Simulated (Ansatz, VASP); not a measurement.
## WS2: VASP beside Ansatz

Contents of INCAR:

```
PREC = Accurate
ENCUT = 520
EDIFF = 1E-6
ISMEAR = -1
SIGMA = 0.05
LREAL = F
LASPH = T
NELM = 60
ALGO = Normal
ISIF = 2
LWAVE = F
LCHARG = F
GGA = CA
NBANDS = 20
```

File KPOINTS:

```
regular mesh
0
Gamma
  10 10 10
```

POSCAR

```
WS2
1.0
    1.5790000000      0.9116360751      6.1633333333
   -1.5790000000      0.9116360751      6.1633333333
    0.0000000000     -1.8232721501      6.1633333333
W S
1 2
Direct
    0.0000000000      0.0000000000      0.0000000000
    0.5810000000      0.5810000000      0.5810000000
    0.7503000000      0.7503000000      0.7503000000
```

Contents of input.yaml:

```yaml
crystal:
  lattice:
    - [1.579, 0.9116360751, 6.1633333333]
    - [-1.579, 0.9116360751, 6.1633333333]
    - [0.0, -1.8232721501, 6.1633333333]
  atoms:
    - { symbol: W, position: [0.0, 0.0, 0.0] }
    - { symbol: S, position: [0.581, 0.581, 0.581] }
    - { symbol: S, position: [0.7503, 0.7503, 0.7503] }
kpoints:
  mp_grid: { grid: [10, 10, 10] }
scf:
  occupations: { method: fermi_dirac, width: 0.05 }
hamiltonian:
  xc: lda
  pseudopotentials: { kind: all_electron, lapw: { basis_error: 0.002 } }
output:
  forces: true
  stress: true
  eigenvalues: true
```

Alike in both runs: task single point; functional LDA; k mesh 10 × 10 × 10; occupations fermi-dirac, width 0.05 eV; no spin polarisation.

|  | VASP | Ansatz |
| --- | --- | --- |
| version | VASP 6.6.1 | Ansatz 0.2.0 |
| potentials or method | VASP PAW LDA potentials, release 64 (W_sv, S), cutoff 520 eV | all-electron LAPW, scalar-relativistic |

Ansatz gave:

* gap on the k mesh at the Fermi level (eV): 0.99
* least direct gap on the mesh (eV): 2.22
* pressure (GPa): -3.6
* traceless stress, the component that is largest in VASP (GPa): 0.30
* rms of the force components (eV/Å): 0.271

Question: Estimate VASP's values.

Answer: gap on the k mesh at the Fermi level (eV): 0.99; least direct gap on the mesh (eV): 2.23; pressure (GPa): -3.3; traceless stress, the component that is largest in VASP (GPa): 0.33; rms of the force components (eV/Å): 0.263.

LDA's correlation is that of Perdew and Zunger in VASP and of Perdew and Wang (1992) in Ansatz. Atom by atom the forces differ by 0.021 eV/Å (rms over components). Ansatz ran all-electron here, and VASP with PAW potentials.

Spin-orbit coupling is off throughout.
